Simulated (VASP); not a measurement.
# PtS2 (P4_2/mmc) in VASP: further runs

Runs on PtS2. Level: PBE. Tasks: single point, relaxation of cell and atoms.

Program: VASP 6.6.1. These are calculated values, not measurements. Logs are shortened: lines on timing, memory, paths and dates and some standing lists are left out, and cuts for length are marked.

**1. The cell of the first run**

The structure is tetragonal, space group P4_2/mmc (No. 131). Conventional cell: a = 3.744 Å, b = 3.744 Å, c = 9.681 Å, α = 90.00°, β = 90.00°, γ = 90.00°. Pt (site symmetry mmm) has 4 S at 2.34 Å within 3.1 Å. Within 2.7 Å of S (site symmetry 2mm) lie 1 S at 2.02 Å and 2 Pt at 2.34 Å.

The cell was generated, and may not be a known phase.

**2. Single point, PBE**

INCAR

```
SYSTEM = PtS2
PREC = Accurate
ENCUT = 570
EDIFF = 1E-6
ISMEAR = 0
SIGMA = 0.1
LREAL = .False.
LASPH = .True.
NELM = 120
ALGO = Normal
ISIF = 2
LWAVE = .False.
LCHARG = .True.
GGA = PE
LELF = .True.
LVHAR = .True.
NBANDS = 39
GGA_COMPAT = .False.
```

KPOINTS

```
Automatic mesh
0
Gamma
  4 4 2
  0 0 0
```

POSCAR

```
PtS2
1.0
    3.7441605461      0.0000000000      0.0000000000
    0.0000000000      3.7441605461      0.0000000000
    0.0000000000      0.0000000000      9.6807584466
Pt S
2 4
Direct
    0.5000000000      0.0000000000      0.0000000000
    0.0000000000      0.5000000000      0.5000000000
    0.5000000000      0.5000000000      0.8543408399
    0.5000000000      0.5000000000      0.6456591601
    0.5000000000      0.5000000000      0.1456591601
    0.5000000000      0.5000000000      0.3543408399
```

Potentials or basis: VASP PAW PBE potentials, release 64 (Pt_sv_GW, S).

Launch:

```
$ cat potpaw_PBE.64/Pt_sv_GW/POTCAR potpaw_PBE.64/S/POTCAR > POTCAR
$ mpirun -np 1 vasp_std > vasp.out
```

OUTCAR:

```text
SYSTEM = PtS2
   PREC = Accurate
   ENCUT = 570
   EDIFF = 1E-6
   ISMEAR = 0
   LREAL = .False.
   LASPH = .True.
   NELM = 120
   ISIF = 2
   GGA = PE

 ion  position               nearest neighbor table
   1  0.500  0.000  0.000-   3 2.34   5 2.34   3 2.34   5 2.34
   2  0.000  0.500  0.500-   4 2.34   6 2.34   4 2.34   6 2.34
   3  0.500  0.500  0.854-   4 2.02   1 2.34   1 2.34
   4  0.500  0.500  0.646-   3 2.02   2 2.34   2 2.34
   5  0.500  0.500  0.146-   6 2.02   1 2.34   1 2.34
   6  0.500  0.500  0.354-   5 2.02   2 2.34   2 2.34

  LATTYP: Found a simple tetragonal cell.
 ALAT       =     3.7441605461
 C/A-ratio  =     2.5855617908

  Lattice vectors:

 A1 = (   3.7441605461,   0.0000000000,   0.0000000000)
 A2 = (   0.0000000000,   3.7441605461,   0.0000000000)
 A3 = (   0.0000000000,   0.0000000000,   9.6807584466)

Analysis of symmetry for initial positions (statically):
=====================================================================
 Subroutine PRICEL returns:
 Original cell was already a primitive cell.

 Routine SETGRP: Setting up the symmetry group for a
 simple tetragonal supercell.

 Subroutine GETGRP returns: Found 16 space group operations
 (whereof  8 operations were pure point group operations)
 out of a pool of 16 trial point group operations.

The static configuration has the point symmetry D_2h.
 The point group associated with its full space group is D_4h.

Analysis of symmetry for dynamics (positions and initial velocities):
=====================================================================
 Subroutine PRICEL returns:
 Original cell was already a primitive cell.

 Routine SETGRP: Setting up the symmetry group for a
 simple tetragonal supercell.

 Subroutine GETGRP returns: Found 16 space group operations
 (whereof  8 operations were pure point group operations)
 out of a pool of 16 trial point group operations.

The dynamic configuration has the point symmetry D_2h.
 The point group associated with its full space group is D_4h.

 Subroutine INISYM returns: Found 16 space group operations
 (whereof  8 operations are pure point group operations),
 and found     1 'primitive' translations

----------------------------------------------------------------------------------------

                                     Primitive cell

  volume of cell :     135.7120

  direct lattice vectors                    reciprocal lattice vectors
     3.744160546  0.000000000  0.000000000     0.267082564  0.000000000  0.000000000
     0.000000000  3.744160546  0.000000000     0.000000000  0.267082564  0.000000000
     0.000000000  0.000000000  9.680758447     0.000000000  0.000000000  0.103297692

  length of vectors
     3.744160546  3.744160546  9.680758447     0.267082564  0.267082564  0.103297692

  position of ions in fractional coordinates (direct lattice)
     0.500000000  0.000000000  0.000000000
     0.000000000  0.500000000  0.500000000
     0.500000000  0.500000000  0.854340840
     0.500000000  0.500000000  0.645659160
     0.500000000  0.500000000  0.145659160
     0.500000000  0.500000000  0.354340840

  ion indices of the primitive-cell ions
   primitive index   ion index
                 1           1
                 2           2
                 3           3
                 4           4
                 5           5
                 6           6

----------------------------------------------------------------------------------------

 KPOINTS: Automatic mesh

Automatic generation of k-mesh.
 Grid dimensions read from file:
 generate k-points for:    4    4    2

 Generating k-lattice:

  Cartesian coordinates                     Fractional coordinates (reciprocal lattice)
     0.066770641  0.000000000  0.000000000     0.250000000  0.000000000  0.000000000
     0.000000000  0.066770641  0.000000000     0.000000000  0.250000000  0.000000000
     0.000000000  0.000000000  0.051648846     0.000000000  0.000000000  0.500000000

  Length of vectors
     0.066770641  0.066770641  0.051648846

  Shift w.r.t. Gamma in fractional coordinates (k-lattice)
     0.000000000  0.000000000  0.000000000

 Subroutine IBZKPT returns following result:
 ===========================================

 Found     12 irreducible k-points:

 Following reciprocal coordinates:
            Coordinates               Weight
  0.000000  0.000000  0.000000      1.000000
  0.250000  0.000000  0.000000      4.000000
  0.500000  0.000000  0.000000      2.000000
  0.250000  0.250000  0.000000      4.000000
  0.500000  0.250000  0.000000      4.000000
  0.500000  0.500000  0.000000      1.000000
  0.000000  0.000000  0.500000      1.000000
  0.250000  0.000000  0.500000      4.000000
  0.500000  0.000000  0.500000      2.000000
  0.250000  0.250000  0.500000      4.000000
  0.500000  0.250000  0.500000      4.000000
  0.500000  0.500000  0.500000      1.000000
   k-points           NKPTS =     12   k-points in BZ     NKDIM =     12   number of bands    NBANDS=     39
   number of dos      NEDOS =    301   number of ions     NIONS =      6
   total plane-waves  NPLWV =  72000
   dimension x,y,z NGX =    30 NGY =   30 NGZ =   80
   dimension x,y,z NGXF=    60 NGYF=   60 NGZF=  160
   ions per type =               2   4
   NGX,Y,Z   is equivalent  to a cutoff of  13.32, 13.32, 13.74 a.u.
   NGXF,Y,Z  is equivalent  to a cutoff of  26.64, 26.64, 27.48 a.u.
 SYSTEM =  PtS2
   PREC   = accura    normal or accurate (medium, high low for compatibility)
   ISTART =      0    job   : 0-new  1-cont  2-samecut
   ICHARG =      2    charge: 1-file 2-atom 10-const
   ISPIN  =      1    spin polarized calculation?
   LNONCOLLINEAR =      F non collinear calculations
   LSORBIT =      F    spin-orbit coupling
   LASPH  =      T    aspherical Exc in radial PAW
   ENCUT  =  570.0 eV  41.89 Ry    6.47 a.u.   7.29  7.29 18.85*2*pi/ulx,y,z
   NELM   =    120;   NELMIN=  2; NELMDL= -5     # of ELM steps
   EDIFF  = 0.1E-05   stopping-criterion for ELM
   LREAL  =      F    real-space projection
   EDIFFG = 0.1E-04   stopping-criterion for IOM
   NSW    =      0    number of steps for IOM
   IBRION =     -1    ionic relax: 0-MD 1-quasi-New 2-CG
   NFREE  =      0    steps in history (QN), initial steepest desc. (CG)
   ISIF   =      2    stress and relaxation
   ISYM   =      2    0-nonsym 1-usesym 2-fastsym
   POTIM  = 0.5000    time-step for ionic-motion
   TEBEG  =    0.0;   TEEND  =   0.0 temperature during run
   PSTRESS=    0.0 pullay stress
   NELECT =      60.0000    total number of electrons
   NUPDOWN=      -1.0000    fix difference up-down
   EMIN   =  10.00;   EMAX   =-10.00  energy-range for DOS
   EFERMI =   0.00;   METHOD = LEGACY
   ISMEAR =     0;   SIGMA  =   0.10  broadening in eV -4-tet -1-fermi 0-gaus
   EFERMI_NEDOS =   21; number of points for ismear=-14 and -15
   IALGO  =     38    algorithm
   IMIX   =      4    mixing-type and parameters
     AMIX     =   0.40;   BMIX     =  1.00
     AMIX_MAG =   1.60;   BMIX_MAG =  1.00
  volume/ion in A,a.u.               =      22.62       152.64
  Fermi-wavevector in a.u.,A,eV,Ry     =   1.247151  2.356774 21.162316  1.555386
  Thomas-Fermi vector in A             =   2.381296
   LORBIT       =      0    0 simple, 1 ext, 2 COOP (PROOUT), +10 PAW based schemes
   GGA     = PE    functional components
   LHFCALC =     F    Hartree Fock is set to
   AEXX    =    0.0000 exact exchange contribution
   IVDW    =     0    specifies the selected vdW correction
   LEPSILON=     F    determine dielectric tensor
   LRPA    =     F    only Hartree local field effects (RPA)
 non-spin polarized calculation
 Gauss-broadening in eV      SIGMA  =   0.10
  energy-cutoff  :      570.00
  volume of cell :      135.71
 maximum number of plane-waves:      4240
 NGX is ok and might be reduce to    30
   NGX = 15   NGY = 15   NGZ = 37

 number of electron      60.0000001 magnetization

 Free energy of the ion-electron system (eV)
  ---------------------------------------------------
  ext. energy  EPLUGINS =         0.00000000
  ---------------------------------------------------
  free energy    TOTEN  =       -28.45311951 eV

  energy without entropy =      -28.42876884  energy(sigma->0) =      -28.44094418

 E-fermi :   4.1268     XC(G=0):  -9.4869

 val. band max:        3.9917964105   @ k =   0.5000   0.0000   0.0000
 cond. band min:       4.1268343459   @ k =   0.2500   0.0000   0.5000
 fundamental gap:      0.1350379355
 Fermi energy:         4.1268095221

 k-point     1 :       0.0000    0.0000    0.0000
  band No.  band energies     occupation
      1     -94.0486      2.00000
      2     -94.0483      2.00000
      3     -48.6276      2.00000
      4     -48.6276      2.00000
      5     -48.3820      2.00000
      6     -48.3816      2.00000
[... 31 lines left out ...]
     38      10.2400      0.00000
     39      10.9252      0.00000

 k-point     2 :       0.2500    0.0000    0.0000
  band No.  band energies     occupation
      1     -94.0486      2.00000
      2     -94.0484      2.00000
      3     -48.6324      2.00000
      4     -48.6274      2.00000
      5     -48.3819      2.00000
      6     -48.3815      2.00000
[... 31 lines left out ...]
     38      10.5445      0.00000
     39      11.6705      0.00000

 k-point     3 :       0.5000    0.0000    0.0000
  band No.  band energies     occupation
      1     -94.0484      2.00000
      2     -94.0484      2.00000
      3     -48.6374      2.00000
      4     -48.6274      2.00000
      5     -48.3816      2.00000
      6     -48.3808      2.00000
[... 328 lines left out ...]
 k-point    11 :       0.5000    0.2500    0.5000
  band No.  band energies     occupation
      1     -94.0483      2.00000
      2     -94.0483      2.00000
      3     -48.6371      2.00000
      4     -48.6321      2.00000
      5     -48.3811      2.00000
      6     -48.3807      2.00000
[... 31 lines left out ...]
     38       9.9207      0.00000
     39      11.1372      0.00000

 k-point    12 :       0.5000    0.5000    0.5000
  band No.  band energies     occupation
      1     -94.0482      2.00000
      2     -94.0482      2.00000
      3     -48.6370      2.00000
      4     -48.6370      2.00000
      5     -48.3803      2.00000
      6     -48.3803      2.00000
[... 31 lines left out ...]
     38       9.9236      0.00000
     39      11.7549      0.00000

------------------------ aborting loop because EDIFF is reached ----------------------------------------

  FORCE on cell =-STRESS in cart. coord.  units (eV):
  Direction    XX          YY          ZZ          XY          YZ          ZX
  --------------------------------------------------------------------------------------
  -------------------------------------------------------------------------------------
  Total       -0.3527538     -0.3527538     -0.6887736     -0.0000000      0.0000000      0.0000000
  in kB       -4.1645104     -4.1645104     -8.1314643     -0.0000000      0.0000000      0.0000000
  external PRESSURE =      -5.4868283 kB  Pullay stress =       0.0000000 kB

 VOLUME and BASIS-vectors are now :
 -----------------------------------------------------------------------------
  energy-cutoff  :      570.00
  volume of cell :      135.71
      direct lattice vectors                 reciprocal lattice vectors
     3.744160546  0.000000000  0.000000000     0.267082564  0.000000000  0.000000000
     0.000000000  3.744160546  0.000000000     0.000000000  0.267082564  0.000000000
     0.000000000  0.000000000  9.680758447     0.000000000  0.000000000  0.103297692

 POSITION                                       TOTAL-FORCE (eV/Angst)
 -----------------------------------------------------------------------------------
      1.87208      0.00000      0.00000         0.000000      0.000000      0.000000
      0.00000      1.87208      4.84038         0.000000      0.000000      0.000000
      1.87208      1.87208      8.27067        -0.000000      0.000000     -0.080557
      1.87208      1.87208      6.25047         0.000000     -0.000000      0.080557
      1.87208      1.87208      1.41009         0.000000      0.000000      0.080557
      1.87208      1.87208      3.43029         0.000000      0.000000     -0.080557
 -----------------------------------------------------------------------------------
    total drift:                                0.000000     -0.000000      0.000000

  FREE ENERGIE OF THE ION-ELECTRON SYSTEM (eV)
  ---------------------------------------------------
  free  energy   TOTEN  =       -28.4531195121 eV

  energy  without entropy=      -28.4287688428  energy(sigma->0) =      -28.44094418
```

Wall time 54 s (1 thread of Intel Xeon Platinum 8559C (Emerald Rapids), shared host); peak memory 0.28 GiB.

Results:

```yaml
Free_energy: -28.4531 eV
Pressure: -0.5 GPa
Largest_force: 0.081 eV/Å
Band_gap_on_the_k_mesh: zero (bands 30 and 31 overlap by 0.70 eV)
```

Forces on the atoms (eV/Å):
```
Pt   0.000  0.000  0.000
Pt   0.000  0.000  0.000
S    0.000  0.000 -0.081
S    0.000  0.000  0.081
S    0.000  0.000  0.081
S    0.000  0.000 -0.081
```

Stress tensor (GPa, compression positive):
```
-0.42  0.00  0.00
 0.00 -0.42  0.00
 0.00  0.00 -0.81
```

Levels at points of the mesh, in eV from the Fermi level:
```csv
k point,band 27,band 28,band 29,band 30,band 31,band 32,band 33,band 34
"(0.00, 0.00, 0.00)",-1.42,-1.42,-0.32,-0.32,0.76,3.21,3.21,3.90
"(0.50, 0.00, 0.00)",-1.58,-1.05,-0.14,0.08,0.59,1.15,3.10,3.32
"(0.50, 0.50, 0.00)",-1.17,-0.86,-0.86,-0.18,-0.18,0.69,1.36,2.35
"(0.00, 0.00, 0.50)",-2.17,-2.17,0.44,0.44,2.42,2.42,2.56,2.56
"(0.50, 0.00, 0.50)",-1.20,-0.59,-0.55,-0.25,-0.18,2.73,3.24,3.92
"(0.50, 0.50, 0.50)",-0.69,-0.69,-0.48,-0.48,0.01,0.01,2.79,2.79
```

Caveat: the k points lie up to 0.42 Å⁻¹ apart, too coarse for converged energies and pressures of a metal; spin-orbit coupling is left out, which moves the levels of the heavy elements.

**3. Relaxation of cell and atoms, PBE**

INCAR

```
PREC = Accurate
ENCUT = 600
EDIFF = 1E-6
ISMEAR = 0
SIGMA = 0.1
LREAL = False
LASPH = True
NELM = 60
ALGO = Normal
ISIF = 3
LWAVE = False
LCHARG = False
GGA = PE
IBRION = 2
NSW = 100
EDIFFG = -0.01
```

KPOINTS

```
Automatic mesh
0
Gamma
  10 10 4
```

POSCAR is that of step 2.

Potentials or basis: VASP PAW PBE potentials, release 64 (Pt, S).

Launch:

```
$ cat potpaw_PBE.64/Pt/POTCAR potpaw_PBE.64/S/POTCAR > POTCAR
$ mpirun -np 1 vasp_std > vasp.out
```

Run time: 6.3 min. Hardware: 1 thread of Intel Xeon 6975P-C (Granite Rapids), shared host; peak memory 0.42 GiB.

Results (log left out):

```yaml
Free_energy: -28.4494 eV
Relaxed_volume: 22.54 Å³/atom
Relaxed_cell: a = 3.737 Å, b = 3.737 Å, c = 9.685 Å, α = 90.00°, β = 90.00°, γ = 90.00°
Space_group_after_relaxing_to_0.1_Å: P4_2/mmc (No. 131)
Energy_gained_by_relaxing: 0.2 meV/atom
Ionic_steps: 6
Pressure_after_relaxing: 0.0 GPa
Band_gap_on_the_k_mesh: zero (bands 22 and 23 overlap by 0.78 eV)
```

Step by step:
```csv
step,energy change (eV),largest force (eV/Å),pressure (GPa),volume (Å³)
1,0.0000,0.1128,-0.17,135.71
2,-0.0005,0.0589,0.15,135.24
3,-0.0010,0.0118,0.02,135.43
4,-0.0011,0.0046,-0.05,135.44
5,-0.0011,0.0117,-0.08,135.45
6,-0.0012,0.0008,0.01,135.22
```

Final structure:
```cif
data_structure
_symmetry_space_group_name_H-M 'P 1'
_symmetry_Int_Tables_number 1
_cell_length_a 3.7365
_cell_length_b 3.7365
_cell_length_c 9.6854
_cell_angle_alpha 90.000
_cell_angle_beta 90.000
_cell_angle_gamma 90.000
_cell_volume 135.22
loop_
_atom_site_label
_atom_site_type_symbol
_atom_site_fract_x
_atom_site_fract_y
_atom_site_fract_z
_atom_site_occupancy
Pt1 Pt 0.50000 0.00000 0.00000 1
Pt2 Pt 0.00000 0.50000 0.50000 1
S1 S 0.50000 0.50000 0.85385 1
S2 S 0.50000 0.50000 0.64615 1
S3 S 0.50000 0.50000 0.14615 1
S4 S 0.50000 0.50000 0.35385 1
```

Levels at points of the mesh, in eV from the Fermi level:
```csv
k point,band 19,band 20,band 21,band 22,band 23,band 24,band 25,band 26
"(0.00, 0.00, 0.00)",-1.41,-1.41,-0.34,-0.34,0.77,3.19,3.19,3.88
"(0.50, 0.00, 0.00)",-1.62,-1.01,-0.14,0.05,0.58,1.17,3.06,3.27
"(0.50, 0.50, 0.00)",-1.19,-0.85,-0.85,-0.17,-0.17,0.72,1.34,2.35
"(0.00, 0.00, 0.50)",-2.15,-2.15,0.44,0.44,2.42,2.42,2.53,2.53
"(0.50, 0.00, 0.50)",-1.18,-0.60,-0.56,-0.28,-0.18,2.73,3.22,3.92
"(0.50, 0.50, 0.50)",-0.69,-0.69,-0.45,-0.45,0.00,0.00,2.79,2.79
```

Caveat: spin-orbit coupling is left out, which moves the levels of the heavy elements.

The gap in the log of VASP goes by the Fermi energy; the results here count the filled bands.